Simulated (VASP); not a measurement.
A run of VASP 6.6.1 is set up as follows.

The input POSCAR:

```
SiC
1.0
    3.0751950059      0.0000000000      0.0000000000
   -1.5375975029      2.6631969967      0.0000000000
    0.0000000000      0.0000000000      5.0481668544
Si C
2 2
Direct
    0.3333333333      0.6666666667      0.0046028828
    0.6666666667      0.3333333333      0.5046028828
    0.4749567290      0.7374783645      0.3540114538
    0.6666666667      0.3333333333      0.8803971172
```

File INCAR.step1:

```
SYSTEM = SiC
ALGO = Normal ; EDIFF = 1E-4
ENCUT = 520 ; GGA = PE
ISMEAR = 0 ; LASPH = .TRUE.
LCHARG = .FALSE. ; LREAL = .FALSE.
LWAVE = .TRUE. ; NBANDS = 16
NELM = 100 ; PREC = Accurate
SIGMA = 0.05
```

INCAR.step2

```
SYSTEM = SiC
ALGO = Normal ; EDIFF = 1E-7
ENCUT = 520 ; ISIF = 2
ISMEAR = 0 ; ISTART = 1
LASPH = .TRUE. ; LCHARG = .FALSE.
LMIXTAU = .TRUE. ; LREAL = .FALSE.
LWAVE = .FALSE. ; METAGGA = R2SCAN
NBANDS = 16 ; NELM = 100
PREC = Accurate ; SIGMA = 0.05
```

The input KPOINTS:

```
k-points
0
G
  12 12 6
  0 0 0
```

Potentials or basis: VASP PAW PBE potentials, release 64 (Si, C).

Command:

```bash
$ cat potpaw_PBE.64/Si/POTCAR potpaw_PBE.64/C/POTCAR > POTCAR
$ cp INCAR.step1 INCAR
$ mpirun -np 1 vasp_std > vasp.out
$ cp INCAR.step2 INCAR
$ mpirun -np 1 vasp_std > vasp.out
```

(1) Estimate the pressure.

(2) Predict the largest force.

Results:

(1) 5.4 GPa.

(2) 3.474 eV/Å.

Caveat: the cell differs from its parent crystal (atom 3 (C) moved -0.400 Å towards its neighbour atom 2 (Si) at 1.883 Å); the PAW data sets were made with another functional, which shifts forces and pressure a little.
